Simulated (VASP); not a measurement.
# PbS (Fm-3m) in VASP: notebook

PbS is run at these levels: LDA; tasks: single point.

All numbers are computed with VASP 6.6.1; they aren't measurements. Logs are shortened: lines on timing, memory, paths and dates and some standing lists are left out, and cuts for length are marked.

### 1 The cell of the first run

Symmetry: Fm-3m, No. 225, cubic system. Conventional cell: a = 5.969 Å, b = 5.969 Å, c = 5.969 Å, α = 90.00°, β = 90.00°, γ = 90.00°. Within 3.9 Å of Pb (site symmetry m-3m) lie 6 S at 2.98 Å. Within 3.9 Å of S (site symmetry m-3m) lie 6 Pb at 2.98 Å.

### 2 Single point, LDA (volume scaled by 1.02)

Input file INCAR:

```
ALGO = Normal
EDIFF = 1E-7
ENCUT = 520
GGA = CA
ISIF = 2
ISMEAR = -1
LASPH = T
LCHARG = T
LELF = T
LREAL = F
LVHAR = T
LWAVE = F
NBANDS = 17
NELM = 100
PREC = Accurate
SIGMA = 0.01
```

Input file KPOINTS:

```
k-points
0
Gamma
  7 7 7
```

Input file POSCAR:

```
PbS
1.0
    0.0000000000      2.9846363338      2.9846363338
    2.9846363338      0.0000000000      2.9846363338
    2.9846363338      2.9846363338      0.0000000000
Pb S
1 1
Direct
    0.0000000000      0.0000000000      0.0000000000
    0.5000000000      0.5000000000      0.5000000000
```

Potentials or basis: VASP PAW LDA potentials, release 64 (Pb_d, S).

The run is started by

```bash
cat potpaw_LDA.64/Pb_d/POTCAR potpaw_LDA.64/S/POTCAR > POTCAR
mpirun -np 1 vasp_std > vasp.out
```

OUTCAR:

```text
EDIFF = 1E-7
   ENCUT = 520
   GGA = CA
   ISIF = 2
   ISMEAR = -1
   LASPH = T
   LREAL = F
   NELM = 100
   PREC = Accurate

 ion  position               nearest neighbor table
   1  0.000  0.000  0.000-   2 2.98   2 2.98   2 2.98   2 2.98   2 2.98   2 2.98
   2  0.500  0.500  0.500-   1 2.98   1 2.98   1 2.98   1 2.98   1 2.98   1 2.98

  LATTYP: Found a face centered cubic cell.
 ALAT       =     5.9692726676

  Lattice vectors:

 A1 = (   0.0000000000,   2.9846363338,   2.9846363338)
 A2 = (   2.9846363338,   0.0000000000,   2.9846363338)
 A3 = (   2.9846363338,   2.9846363338,   0.0000000000)

Analysis of symmetry for initial positions (statically):
=====================================================================
 Subroutine PRICEL returns:
 Original cell was already a primitive cell.

 Routine SETGRP: Setting up the symmetry group for a
 face centered cubic supercell.

 Subroutine GETGRP returns: Found 48 space group operations
 (whereof 48 operations were pure point group operations)
 out of a pool of 48 trial point group operations.

The static configuration has the point symmetry O_h .

Analysis of symmetry for dynamics (positions and initial velocities):
=====================================================================
 Subroutine PRICEL returns:
 Original cell was already a primitive cell.

 Routine SETGRP: Setting up the symmetry group for a
 face centered cubic supercell.

 Subroutine GETGRP returns: Found 48 space group operations
 (whereof 48 operations were pure point group operations)
 out of a pool of 48 trial point group operations.

The dynamic configuration has the point symmetry O_h .

 Subroutine INISYM returns: Found 48 space group operations
 (whereof 48 operations are pure point group operations),
 and found     1 'primitive' translations

----------------------------------------------------------------------------------------

                                     Primitive cell

  volume of cell :      53.1746

  direct lattice vectors                    reciprocal lattice vectors
     0.000000000  2.984636334  2.984636334    -0.167524597  0.167524597  0.167524597
     2.984636334  0.000000000  2.984636334     0.167524597 -0.167524597  0.167524597
[... 73 lines left out ...]
   ICHARG =      2    charge: 1-file 2-atom 10-const
   ISPIN  =      1    spin polarized calculation?
   LNONCOLLINEAR =      F non collinear calculations
   LSORBIT =      F    spin-orbit coupling
   LASPH  =      T    aspherical Exc in radial PAW
   ENCUT  =  520.0 eV  38.22 Ry    6.18 a.u.   7.85  7.85  7.85*2*pi/ulx,y,z
   NELM   =    100;   NELMIN=  2; NELMDL= -5     # of ELM steps
   EDIFF  = 0.1E-06   stopping-criterion for ELM
   LREAL  =      F    real-space projection
   EDIFFG = 0.1E-05   stopping-criterion for IOM
   NSW    =      0    number of steps for IOM
   IBRION =     -1    ionic relax: 0-MD 1-quasi-New 2-CG
   NFREE  =      0    steps in history (QN), initial steepest desc. (CG)
   ISIF   =      2    stress and relaxation
   ISYM   =      2    0-nonsym 1-usesym 2-fastsym
   POTIM  = 0.5000    time-step for ionic-motion
   TEBEG  =    0.0;   TEEND  =   0.0 temperature during run
   PSTRESS=    0.0 pullay stress
   NELECT =      20.0000    total number of electrons
   NUPDOWN=      -1.0000    fix difference up-down
   EMIN   =  10.00;   EMAX   =-10.00  energy-range for DOS
   EFERMI =   0.00;   METHOD = LEGACY
   ISMEAR =    -1;   SIGMA  =   0.01  broadening in eV -4-tet -1-fermi 0-gaus
   EFERMI_NEDOS =   21; number of points for ismear=-14 and -15
   IALGO  =     38    algorithm
   IMIX   =      4    mixing-type and parameters
     AMIX     =   0.40;   BMIX     =  1.00
     AMIX_MAG =   1.60;   BMIX_MAG =  1.00
  volume/ion in A,a.u.               =      26.59       179.42
  Fermi-wavevector in a.u.,A,eV,Ry     =   1.181726  2.233138 19.000210  1.396476
  Thomas-Fermi vector in A             =   2.317994
   LORBIT       =      0    0 simple, 1 ext, 2 COOP (PROOUT), +10 PAW based schemes
   GGA     = CA    functional components
   LHFCALC =     F    Hartree Fock is set to
   AEXX    =    0.0000 exact exchange contribution
   IVDW    =     0    specifies the selected vdW correction
   LEPSILON=     F    determine dielectric tensor
   LRPA    =     F    only Hartree local field effects (RPA)
 non-spin polarized calculation
  energy-cutoff  :      520.00
  volume of cell :       53.17
 maximum number of plane-waves:      1459
   NGX = 15   NGY = 15   NGZ = 15

 number of electron      20.0000001 magnetization

 Free energy of the ion-electron system (eV)
  ---------------------------------------------------
  ext. energy  EPLUGINS =         0.00000000
  ---------------------------------------------------
  free energy    TOTEN  =        -9.96566529 eV

  energy without entropy =       -9.96566529  energy(sigma->0) =       -9.96566529

 E-fermi :   5.2807     XC(G=0):  -9.9432

 val. band max:        5.0525875832   @ k =   0.4286   0.0000   0.0000
 cond. band min:       5.9443110274   @ k =   0.4286   0.0000   0.0000
 fundamental gap:      0.8917234442
 Fermi energy:         5.2806540051

 k-point     1 :       0.0000    0.0000    0.0000
  band No.  band energies     occupation
      1     -11.3994      2.00000
      2     -11.3994      2.00000
      3     -11.3994      2.00000
      4     -11.3899      2.00000
      5     -11.3899      2.00000
      6      -8.0567      2.00000
[... 377 lines left out ...]
      4     -11.3742      2.00000
      5     -11.3443      2.00000
      6      -6.4023      2.00000
[... 9 lines left out ...]
     16      17.0289      0.00000
     17      17.5651      0.00000

------------------------ aborting loop because EDIFF is reached ----------------------------------------

  FORCE on cell =-STRESS in cart. coord.  units (eV):
  Direction    XX          YY          ZZ          XY          YZ          ZX
  --------------------------------------------------------------------------------------
  -------------------------------------------------------------------------------------
  Total       -1.1876955     -1.1876955     -1.1876955      0.0000000      0.0000000      0.0000000
  in kB      -35.7858564    -35.7858564    -35.7858564      0.0000000      0.0000000      0.0000000
  external PRESSURE =     -35.7858564 kB  Pullay stress =       0.0000000 kB

 VOLUME and BASIS-vectors are now :
 -----------------------------------------------------------------------------
  energy-cutoff  :      520.00
  volume of cell :       53.17
      direct lattice vectors                 reciprocal lattice vectors
     0.000000000  2.984636334  2.984636334    -0.167524597  0.167524597  0.167524597
     2.984636334  0.000000000  2.984636334     0.167524597 -0.167524597  0.167524597
     2.984636334  2.984636334  0.000000000     0.167524597  0.167524597 -0.167524597

 POSITION                                       TOTAL-FORCE (eV/Angst)
 -----------------------------------------------------------------------------------
      0.00000      0.00000      0.00000         0.000000      0.000000      0.000000
      2.98464      2.98464      2.98464         0.000000      0.000000     -0.000000
 -----------------------------------------------------------------------------------
    total drift:                                0.000000     -0.000000     -0.000000

  FREE ENERGIE OF THE ION-ELECTRON SYSTEM (eV)
  ---------------------------------------------------
  free  energy   TOTEN  =        -9.9656652909 eV

  energy  without entropy=       -9.9656652909  energy(sigma->0) =       -9.96566529
```

Run time: 25 s. Hardware: 1 thread of Intel Xeon 8259CL, shared host; peak memory 0.16 GiB.

What came out:

```
Free energy : -9.9657 eV
Pressure    : -3.6 GPa
```

Caveat: this odd mesh misses L, where the gap lies, so gap, dielectric constants and Born charges aren't listed; spin-orbit coupling is left out, which moves the levels of the heavy elements.

### 3 Single point, LDA (volume scaled by 1.06)

Input file INCAR:

```
ALGO     = Normal         # electronic algorithm
EDIFF    = 1E-7           # SCF threshold, eV
ENCUT    = 520            # plane-wave cutoff, eV
GGA      = CA             # functional
ISIF     = 2              # what is computed and relaxed
ISMEAR   = -1             # smearing method
LASPH    = T              # aspherical terms in the spheres
LCHARG   = F              # write CHGCAR
LREAL    = F              # projectors in reciprocal space
LWAVE    = F              # write WAVECAR
NBANDS   = 17             # bands
NELM     = 80             # most SCF steps
PREC     = Accurate       # precision mode
SIGMA    = 0.01           # smearing width, eV
```

KPOINTS is that of step 2.

Input file POSCAR:

```
PbS
1.0
    0.0000000000      3.0231520185      3.0231520185
    3.0231520185      0.0000000000      3.0231520185
    3.0231520185      3.0231520185      0.0000000000
Pb S
1 1
Direct
    0.0000000000      0.0000000000      0.0000000000
    0.5000000000      0.5000000000      0.5000000000
```

Potentials or basis: VASP PAW LDA potentials, release 64 (Pb_d, S).

The run is started by

```bash
cat potpaw_LDA.64/Pb_d/POTCAR potpaw_LDA.64/S/POTCAR > POTCAR
mpirun -np 1 vasp_std > vasp.out
```

Run time: 24 s. Hardware: 1 thread of Intel Xeon 8259CL, shared host; peak memory 0.16 GiB.

Results (log left out):

```
Free energy : -9.9084 eV
Pressure    : -5.3 GPa
```

Levels at points of the mesh, in eV from the Fermi level:
```csv
k point,band 7,band 8,band 9,band 10,band 11,band 12,band 13,band 14
"(0.00, 0.00, 0.00)",-6.15,-1.85,-1.85,-1.85,4.93,4.93,4.93,6.81
```

Caveat: this odd mesh misses L, where the gap lies, so gap, dielectric constants and Born charges aren't listed; spin-orbit coupling is left out, which moves the levels of the heavy elements.
